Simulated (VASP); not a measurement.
Input of a VASP 6.6.1 run:

The input INCAR:

```
ALGO = Normal
EDIFF = 1E-6
ENCUT = 520
GGA = PE
ISIF = 2
ISMEAR = -1
LASPH = T
LCHARG = F
LREAL = F
LWAVE = F
NBANDS = 16
NELM = 100
PREC = Accurate
SIGMA = 0.1
```

Contents of KPOINTS:

```
k-points
0
Gamma
  11 11 11
```

The input POSCAR:

```
ZnSe
1.0
    0.0000000000      2.8078463043      2.8078463043
    2.8078463043      0.0000000000      2.8078463043
    2.8078463043      2.8078463043      0.0000000000
Zn Se
1 1
Direct
    0.0000000000      0.0000000000      0.0000000000
    0.2500000000      0.2500000000      0.2500000000
```

Potentials or basis: VASP PAW PBE potentials, release 64 (Zn, Se).

Run with:

```bash
$ cat potpaw_PBE.64/Zn/POTCAR potpaw_PBE.64/Se/POTCAR > POTCAR
$ mpirun -np 1 vasp_std > vasp.out
```

**Question.** Estimate the pressure.

**Answer.** 4.3 GPa.

**Question.** Predict the band gap on the k mesh.

**Answer.** 1.40 eV, direct.
